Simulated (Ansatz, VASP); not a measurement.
**One calculation of Zn, two programs**

```xyz
4
Lattice="3.9283 0.0000 0.0000 0.0000 -3.9283 0.0000 0.0000 0.0000 -3.9283" Properties=species:S:1:pos:R:3 pbc="T T T"
Zn    0.0000   -1.9641   -1.9641
Zn    1.9641    0.0000   -1.9641
Zn    1.9641   -1.9641    0.0000
Zn    0.0000    0.0000    0.0000
```

Alike in both runs: functional PBE; k mesh 12 × 12 × 12; occupations gaussian, width 0.1 eV; no spin polarisation.

Ansatz relaxed the structure, and its values are those at the end. VASP's run is a single point on that final structure, the one shown.

|  | VASP | Ansatz |
| --- | --- | --- |
| version | VASP 6.6.1 | Ansatz 0.2.0 |
| potentials or method | VASP PAW PBE potentials, release 64 (Zn), cutoff 520 eV | scalar-relativistic, plane waves, PAW |
| valence electrons in the cell | 48 | 48 |

Ansatz gave:

- gap on the k mesh at the Fermi level (eV): none
- pressure (GPa): 0.0

Task: Estimate VASP's values.

Result: gap on the k mesh at the Fermi level (eV): none; pressure (GPa): 0.4.

A gap of «none» marks a metal or a gap that the smearing closes.
